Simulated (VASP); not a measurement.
## CaS: phonons with r2SCAN

The system is CaS.

```
Ca S
1.0
     2.81903    2.81903    0.00000
    -2.81903    2.81903    0.00000
     0.00000    2.81903    2.81903
Ca S
1 1
Direct
  0.00000 0.00000 0.00000
  0.50000 0.50000 0.00000
```

| Property | Result |
| --- | --- |
| Program | VASP 6.6.1 |
| Task | phonons |
| Functional | r2SCAN |
| Potentials or basis | VASP PAW PBE potentials, release 64 (Ca_sv, S) |
| Cutoff | 550 eV |
| k mesh | 8 × 8 × 8 |
| Occupations | gaussian, width 0.01 eV |
| Spin | no spin polarisation |
| Dipole correction | no |
| Further INCAR settings | ALGO = Normal; EDIFF = 1e-08; IBRION = 6; POTIM = 0.015; NSW = 1 |

- Highest phonon frequency at Γ, LO-TO splitting left out: 248 cm⁻¹

Phonon frequencies in cm⁻¹ (negative: imaginary):
```tsv
q point	frequencies
(0.000, 0.000, 0.000)	-1 -1 -1 248 248 248
```

Wall time 5.5 min on 1 thread of AMD EPYC 9R45 96-Core Processor (Zen 5), with other jobs on the host, peak memory 0.19 GiB.

Caveat: the cell stands under pressure or tension, which shifts response properties.
